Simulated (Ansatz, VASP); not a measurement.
## One calculation of Zn, two programs

```
Zn
1.0
     2.61347    0.00000    0.00000
    -1.30674    2.26333    0.00000
     0.00000    0.00000    4.75938
Zn
2
Cartesian
  0.0000 1.5089 1.1898
  1.3067 0.7544 3.5695
```

Alike in both runs: functional r2SCAN; dispersion rVV10; k mesh 10 × 10 × 4; no spin polarisation.

Ansatz relaxed the structure, and its values are those at the end. VASP's run is a single point on that final structure, the one shown.

|  | VASP | Ansatz |
| --- | --- | --- |
| version | VASP 6.6.1 | Ansatz 0.2.0 |
| potentials or method | VASP PAW PBE potentials, release 64 (Zn) | plane waves, PAW |
| plane-wave cutoff (eV) | 520 | 500 |
| occupations | gaussian, width 0.1 eV | gaussian |
| valence electrons in the cell | 24 | 24 |

VASP gave:

```
pressure (GPa) : 0.7
```

Q: What did Ansatz give for the same quantities?

A: Pressure (GPa): 0.0.

VASP's potentials were made for PBE, not for r2SCAN. Ansatz's warnings: stress scf threshold loose.
